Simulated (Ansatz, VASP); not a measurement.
Sb3Se in VASP and in Ansatz

```xyz
8
Lattice="5.9624 0.0000 0.0000 0.0000 5.9624 0.0000 0.0000 0.0000 5.9624" Properties=species:S:1:pos:R:3 pbc="T T T"
Sb    1.4906    0.0000    2.9812
Sb    2.9812    4.4718    0.0000
Sb    4.4718    0.0000    2.9812
Sb    2.9812    1.4906    0.0000
Sb    0.0000    2.9812    4.4718
Sb    0.0000    2.9812    1.4906
Se    0.0000    0.0000    0.0000
Se    2.9812    2.9812    2.9812
```

Change from the starting cell: species swapped into the GaMo3 type (Pm-3n, No. 223).

Alike in both runs: task relaxation of cell and atoms; functional PBE; k mesh 6 × 6 × 6; occupations gaussian, width 0.1 eV; no spin polarisation.

```csv
,VASP,Ansatz
version,VASP 6.6.1,Ansatz 0.2.0
potentials or method,"VASP PAW PBE potentials, release 64 (Sb, Se), cutoff 600 eV","scalar-relativistic, plane waves, PAW"
valence electrons in the cell,42,122
```

|  | VASP | Ansatz | Ansatz less VASP |
| --- | --- | --- | --- |
| gap on the k mesh at the Fermi level, each at its own relaxed structure (eV) | none | none | - |
| relaxed volume (Å³/atom) | 26.35 | 26.41 | +0.056 |
| relaxed cell length with the largest relative difference (Å) | 5.952 | 5.956 | +0.0042 |

A gap of «none» marks a metal or a gap that the smearing closes. VASP's potentials hold 42 valence electrons a cell and Ansatz's 122, so a difference there can come from the potentials and not from the codes.

Spin-orbit coupling is off throughout.
